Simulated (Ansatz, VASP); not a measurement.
AlNi in VASP and in Ansatz

```
CELL_PARAMETERS angstrom
2.91891 0.00000 0.00000
0.00000 2.91891 0.00000
0.00000 0.00000 2.91891
ATOMIC_POSITIONS crystal
Ni 0.50000 0.50000 0.50000
Al 0.00000 0.00000 0.00000
```

Alike in both runs: task single point; functional LDA; k mesh 9 × 9 × 9; occupations fermi-dirac, width 0.05 eV; collinear spin.

|  | VASP | Ansatz |
| --- | --- | --- |
| version | VASP 6.6.1 | Ansatz 0.2.0 |
| potentials or method | VASP PAW LDA potentials, release 64 (Ni, Al) | Ansatz PAW |
| plane-wave cutoff (eV) | 520 | 420 |
| valence electrons in the cell | 13 | 21 |

```csv
,VASP,Ansatz,Ansatz less VASP
gap on the k mesh at the Fermi level (eV),none,none,-
pressure (GPa),-13.6,-13.9,-0.27
net moment per atom (μB),0.00,0.00,0.000
```

LDA's correlation is that of Perdew and Zunger in VASP and of Perdew and Wang (1992) in Ansatz. A gap of «none» marks a metal or a gap that the smearing closes. VASP's potentials hold 13 valence electrons a cell and Ansatz's 21, so a difference there can come from the potentials and not from the codes.
